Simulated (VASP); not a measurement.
Wanted: the native input for a VASP 6.6.1 run.

* Task: relaxation of the atoms
* Functional: LDA
* Potentials or basis: VASP PAW LDA potentials, release 64 (Mg)
* Cutoff: 520 eV
* k mesh: 9 × 6 × 1
* Occupations: gaussian, width 0.1 eV
* Spin: no spin polarisation
* Dipole correction: yes
* Atoms held fixed (from 0): [0, 1]
* Further INCAR settings: ALGO = Normal; EDIFF = 1e-06; IBRION = 2; EDIFFG = -0.03; NSW = 70

The structure of Mg lies in POSCAR:

```
Mg
1.0
    3.1466128683      0.0000000000      0.0000000000
    0.0000000000      5.0388886594      0.0000000000
    0.0000000000      0.0000000000     17.6333955731
Mg
4
Selective dynamics
Direct
    0.0000000000      0.7500000000      0.3969740241  F F F
    0.5000000000      0.2500000000      0.4484870121  F F F
    0.5000000000      0.7500000000      0.5515129879  T T T
    0.0000000000      0.2500000000      0.6030259759  T T T
```

One way to write it, as run:

INCAR

```
SYSTEM = Mg
PREC = Accurate
ENCUT = 520
EDIFF = 1E-6
ISMEAR = 0
SIGMA = 0.1
LREAL = .FALSE.
LASPH = .TRUE.
NELM = 80
ALGO = Normal
ISIF = 2
LWAVE = .FALSE.
LCHARG = .FALSE.
LDIPOL = .TRUE.
IDIPOL = 3
DIPOL = 0.5 0.5 0.500
GGA = CA
IBRION = 2
NSW = 70
EDIFFG = -0.03
```

KPOINTS

```
regular mesh
0
G
  9 6 1
  0 0 0
```

Potentials or basis: VASP PAW LDA potentials, release 64 (Mg).

The run is started by

```bash
$ cat potpaw_LDA.64/Mg/POTCAR > POTCAR
$ mpirun -np 1 vasp_std > vasp.out
```

Results of the run:

```json
{"Energy gained by relaxing": "1.9 meV/atom", "Ionic steps": "4", "Band gap on the k mesh": "zero (band 4 reaches -1.21 eV, above the bottom of band 5 at -2.17 eV)"}
```

It took 110 s on 1 thread of AMD EPYC 7R43 64-Core Processor (Zen 3), on a shared host, peak memory 0.25 GiB.
